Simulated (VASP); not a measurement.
Wanted: the native input for a VASP 6.6.1 run.

| Property | Result |
| --- | --- |
| Task | single point |
| Functional | PBEsol |
| Potentials or basis | VASP PAW PBE potentials, release 64 (Pb_d) |
| Cutoff | 520 eV |
| k mesh | 8 × 8 × 8 |
| Occupations | gaussian, width 0.1 eV |
| Spin | no spin polarisation |
| Dipole correction | no |
| Further INCAR settings | ALGO = Normal; EDIFF = 1e-06; NBANDS = 13 |

The structure of Pb lies in POSCAR:

```
Pb
1.0
   -1.5472930749      1.5472930749      1.4561911058
    1.5472930749     -1.5472930749      1.4561911058
    1.5472930749      1.5472930749     -1.4561911058
Pb
1
Direct
    0.0000000000      0.0000000000      0.0000000000
```

One way to write it, as run:

INCAR

```
  PREC = Accurate
  ENCUT = 520
  EDIFF = 1E-6
  ISMEAR = 0
  SIGMA = 0.1
  LREAL = False
  LASPH = True
  NELM = 100
  ALGO = Normal
  ISIF = 2
  LWAVE = False
  LCHARG = False
  GGA = PS
  NBANDS = 13
```

KPOINTS

```
regular mesh
0
Gamma
  8 8 8
```

Potentials or basis: VASP PAW PBE potentials, release 64 (Pb_d).

Command:

```bash
$ cat potpaw_PBE.64/Pb_d/POTCAR > POTCAR
$ mpirun -np 1 vasp_std > vasp.out
```

It gave:

| Property | Result |
| --- | --- |
| Pressure | 237.4 GPa |
| Band gap on the k mesh | zero (band 7 reaches 30.23 eV, above the bottom of band 8 at 16.72 eV) |

Caveat: the k points lie up to 0.37 Å⁻¹ apart; the PAW data sets were made with another functional, which shifts forces and pressure a little; spin-orbit coupling is left out, which moves the levels of the heavy elements.

It took 7.9 s on 1 thread of Intel(R) Xeon(R) Platinum 8259CL CPU @ 2.50GHz (Skylake/Cascade Lake), on a shared host, peak memory 0.13 GiB.
